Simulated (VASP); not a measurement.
Si2W, 9 atoms in the cell. It takes space group P6_222 (No. 180, hexagonal). Conventional cell: a = 4.566 Å, b = 4.566 Å, c = 6.788 Å, α = 90.00°, β = 90.00°, γ = 120.00°. Si (site symmetry 2) has 5 W at 2.61 to 2.65 Å and 9 Si at 2.61 to 3.25 Å within 3.4 Å. Within 3.4 Å of W (site symmetry 222) lie 10 Si at 2.61 to 2.65 Å and 4 W at 3.21 Å.  This cell differs from its parent crystal: atoms shifted along a free coordinate, c/a of the conventional cell at fixed volume 1.4866.

| Item | Value |
| --- | --- |
| Program | VASP 6.6.1 |
| Task | single point |
| Functional | PBE |
| Potentials or basis | VASP PAW PBE potentials, release 64 (Si, W_sv) |
| Cutoff | 520 eV |
| k mesh | 9 × 9 × 6 |
| Occupations | gaussian, width 0.03 eV |
| Spin | no spin polarisation |
| Dipole correction | no |
| Further INCAR settings | ALGO = Normal; EDIFF = 1e-06; NBANDS = 43 |

Potentials or basis: VASP PAW PBE potentials, release 64 (Si, W_sv).

The run is started by

```bash
$ cat potpaw_PBE.64/Si/POTCAR potpaw_PBE.64/W_sv/POTCAR > POTCAR
$ mpirun -np 1 vasp_std > vasp.out
```

Hardware: 1 thread of Intel(R) Xeon(R) Platinum 8488C (Sapphire Rapids), on a shared host.

Question: Estimate the wall time of this run.

Answer: Run time: 2.5 min on 1 thread of Intel(R) Xeon(R) Platinum 8488C (Sapphire Rapids), on a shared host, peak memory 0.36 GiB. Counts: scf iterations 14, k points 48.
